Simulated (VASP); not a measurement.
Write the native input for VASP 6.6.1 that does the following.

```yaml
Task: single point
Functional: PBEsol
Potentials_or_basis: VASP PAW PBE potentials, release 64 (Re)
Cutoff: 520 eV
k_mesh: 12 × 12 × 12
Occupations: fermi-dirac, width 0.05 eV
Spin: no spin polarisation
Dipole_correction: no
Further_INCAR_settings: ALGO = Normal; EDIFF = 1e-07; NBANDS = 14
```

The structure of Re lies in POSCAR:

```
Re
1.0
    0.0000000000      2.6494807338      2.6494807338
    2.6494807338      0.0000000000      2.6494807338
    2.6494807338      2.6494807338      0.0000000000
Re
2
Direct
   -0.1250000000     -0.1250000000     -0.1250000000
    0.1250000000      0.1250000000      0.1250000000
```

This cell differs from its parent crystal: volume scaled by 0.85.

These files were run (other wordings do the same):

INCAR

```
SYSTEM = Re
  PREC = Accurate
  ENCUT = 520
  EDIFF = 1E-7
  ISMEAR = -1
  SIGMA = 0.05
  LREAL = .False.
  LASPH = .True.
  NELM = 80
  ALGO = Normal
  ISIF = 2
  LWAVE = .False.
  LCHARG = .False.
  GGA = PS
  NBANDS = 14
```

KPOINTS

```
Automatic mesh
0
Gamma
  12 12 12
  0 0 0
```

Potentials or basis: VASP PAW PBE potentials, release 64 (Re).

Run with:

```console
$ cat potpaw_PBE.64/Re/POTCAR > POTCAR
$ mpirun -np 1 vasp_std > vasp.out
```

It gave:

* Pressure: 39.6 GPa
* Band gap on the k mesh: zero (band 7 reaches 5.85 eV, above the bottom of band 8 at 4.16 eV)

Caveat: the PAW data sets were made with another functional, which shifts forces and pressure a little; spin-orbit coupling is left out, which moves the levels of the heavy elements.

Wall time 18 s on 1 thread of Intel(R) Xeon(R) 6975P-C (Granite Rapids), on a shared host, peak memory 0.17 GiB.
